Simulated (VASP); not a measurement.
Crystal: HfO2.

```xyz
6
Lattice="3.5099 0.0000 0.0000 0.0000 3.5099 0.0000 0.0000 0.0000 5.1020" Properties=species:S:1:pos:R:3 pbc="T T T"
Hf    0.0000    0.0000    0.0000
Hf    1.7550    1.7550    2.5510
O     0.0000    1.7550    1.0061
O     1.7550    0.0000    1.5448
O     1.7550    0.0000    4.0958
O     0.0000    1.7550    3.5571
```

Base run:

| Item | Value |
| --- | --- |
| Program | VASP 6.6.1 |
| Functional | PBE |
| Potentials or basis | VASP PAW PBE potentials, release 64 (Hf_pv, O) |
| Cutoff | 520 eV |
| k mesh | 8 × 8 × 5 |
| Occupations | fermi-dirac, width 0.05 eV |
| Spin | no spin polarisation |

Its results: band gap on the k mesh 4.89 eV, indirect (least direct gap 4.99 eV); pressure 18.6 GPa; largest force 0.350 eV/Å.

Q: The run is repeated on the same cell with these changes: functional from PBE to r2SCAN; further incar settings from ALGO = Normal; EDIFF = 1e-07; NBANDS = 31 to ALGO = Normal; EDIFF = 1e-06; NBANDS = 31. What comes out?

A: Band gap on the k mesh 5.46 eV, indirect (least direct gap 5.55 eV); pressure 12.5 GPa; largest force 0.247 eV/Å.

Caveats: spin-orbit coupling is left out, which moves the levels of the heavy elements; the PAW data sets were made with another functional, which shifts forces and pressure a little (some runs).

A k mesh can miss the band edges.
